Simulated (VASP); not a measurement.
Wanted: the native input for a VASP 6.6.1 run.

```yaml
Task: single point
Functional: r2SCAN
Potentials_or_basis: VASP PAW PBE potentials, release 64 (O, Ni_sv_GW, Fe_sv)
Cutoff: 660 eV
k_mesh: 5 × 5 × 5
Occupations: fermi-dirac, width 0.1 eV
Spin: no spin polarisation
Dipole_correction: no
Further_INCAR_settings: ALGO = Normal; EDIFF = 1e-06; NBANDS = 63
```

Crystal: FeNiO3.

```
O Ni Fe
1.0
     2.26236   -4.33486    0.00000
     0.00000    2.75778   -4.03780
     3.02179    4.33486    0.00000
O Ni Fe
6 2 2
Direct
  0.53000 0.78500 0.67000
  0.21500 0.07500 0.67000
  0.92500 0.47000 0.67000
  0.47000 0.21500 0.33000
  0.78500 0.92500 0.33000
  0.07500 0.53000 0.33000
  0.14200 0.85800 0.42600
  0.85800 0.14200 0.57400
  0.35200 0.64800 0.05600
  0.64800 0.35200 0.94400
```

The input as run:

POSCAR

```
FeNiO3
1.0
    2.2623583300     -4.3348552900      0.0000000000
    0.0000000000      2.7577846800     -4.0378046000
    3.0217889500      4.3348552900      0.0000000000
O Ni Fe
6 2 2
Direct
    0.5300000000      0.7850000000      0.6700000000
    0.2150000000      0.0750000000      0.6700000000
    0.9250000000      0.4700000000      0.6700000000
    0.4700000000      0.2150000000      0.3300000000
    0.7850000000      0.9250000000      0.3300000000
    0.0750000000      0.5300000000      0.3300000000
    0.1420000000      0.8580000000      0.4260000000
    0.8580000000      0.1420000000      0.5740000000
    0.3520000000      0.6480000000      0.0560000000
    0.6480000000      0.3520000000      0.9440000000
```

INCAR.step1

```
SYSTEM = FeNiO3
PREC = Accurate
ENCUT = 660
ISMEAR = -1
SIGMA = 0.1
LREAL = .FALSE.
LASPH = .TRUE.
NELM = 120
NBANDS = 63
GGA = PE
ALGO = Normal
EDIFF = 1E-5
LWAVE = .TRUE.
LCHARG = .FALSE.
GGA_COMPAT = .FALSE.
```

INCAR.step2

```
SYSTEM = FeNiO3
PREC = Accurate
ENCUT = 660
EDIFF = 1E-6
ISMEAR = -1
SIGMA = 0.1
LREAL = .FALSE.
LASPH = .TRUE.
NELM = 120
ALGO = Normal
ISIF = 2
LWAVE = .FALSE.
LCHARG = .TRUE.
METAGGA = R2SCAN
LMIXTAU = .TRUE.
LELF = .TRUE.
LVHAR = .TRUE.
NBANDS = 63
ISTART = 1
GGA_COMPAT = .FALSE.
```

KPOINTS

```
regular mesh
0
G
  5 5 5
  0 0 0
```

Potentials or basis: VASP PAW PBE potentials, release 64 (O, Ni_sv_GW, Fe_sv).

Command:

```sh
$ cat potpaw_PBE.64/O/POTCAR potpaw_PBE.64/Ni_sv_GW/POTCAR potpaw_PBE.64/Fe_sv/POTCAR > POTCAR
$ cp INCAR.step1 INCAR
$ mpirun -np 1 vasp_std > vasp.out
$ cp INCAR.step2 INCAR
$ mpirun -np 1 vasp_std > vasp.out
```

Results of the run:

```json
{
  "Pressure": "8.2 GPa",
  "Largest force": "7.629 eV/Å"
}
```

Caveat: the cell stands under pressure; the PAW data sets were made with another functional, which shifts forces and pressure a little; the run has no spin polarisation, though such a crystal can be magnetic.

It took 14 min on 1 thread of Intel(R) Xeon(R) 6975P-C (Granite Rapids), with other jobs on the host, peak memory 0.42 GiB.
